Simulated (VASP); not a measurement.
B17HN18 (a cell with a defect):

```xyz
36
Lattice="7.4650 0.0000 0.0000 -3.7325 6.4649 0.0000 0.0000 0.0000 6.4955" Properties=species:S:1:pos:R:3 pbc="T T T"
B     0.0173    1.4438    1.6251
B     1.2175    0.7118    4.7799
B    -1.2275    3.5980    1.6397
B     0.0061    2.8666    4.9337
B    -2.4724    5.7534    1.6183
B    -1.2742    5.0315    4.9009
B     2.5051    1.4450    1.6169
B     3.6982    0.7188    4.8301
B     1.2631    3.5975    1.6356
B     0.0172    5.7533    1.6312
B     1.2396    5.0643    4.9634
B     4.9926    1.4439    1.6250
B     6.1862    0.7593    4.8982
B     3.7472    3.5978    1.6319
B     4.9100    2.8744    4.8966
B     2.5050    5.7525    1.6315
B     3.6841    5.0647    4.8848
N    -0.0171    1.4446    4.8658
N     1.2562    0.7275    1.6067
N    -1.2676    3.6005    4.9311
N     0.0128    2.8819    1.6462
N    -2.5136    5.7469    4.8583
N    -1.2316    5.0374    1.6321
N     2.4561    1.3550    4.6489
N     3.7457    0.7272    1.6098
N     1.1604    3.6793    5.0776
N     2.5014    2.8818    1.6350
N    -0.0299    5.7479    4.9169
N     1.2571    5.0377    1.6497
N     4.9364    1.4507    4.8839
N     6.2334    0.7276    1.6287
N     3.7534    3.6844    4.7981
N     4.9893    2.8825    1.6298
N     2.4613    5.8004    4.9348
N     3.7448    5.0379    1.6218
H     2.4753    2.3669    4.5034
```

Base run:

```yaml
Program: VASP 6.6.1
Functional: PBE
Potentials_or_basis: VASP PAW PBE potentials, release 64 (B, N, H)
Cutoff: 520 eV
k_mesh: 2 × 2 × 2, shifted
Occupations: fermi-dirac, width 0.01 eV
Spin: no spin polarisation
```

Its results: band gap on the k mesh 0.11 eV; pressure 9.3 GPa; largest force 0.500 eV/Å.

The run is repeated on the same cell with these changes: functional from PBE to HSE06; k mesh from 2 × 2 × 2, shifted to 1 × 1 × 1, shifted. What comes out?

Band gap on the k mesh 1.28 eV; pressure 3.9 GPa; largest force 0.468 eV/Å.

Several settings changed at once.

Caveats: semilocal functionals underestimate gaps, and a narrow one can read as zero (at least some runs); the PAW data sets were made with another functional, which shifts forces and pressure a little (at least some runs).

A k mesh can miss the band edges.
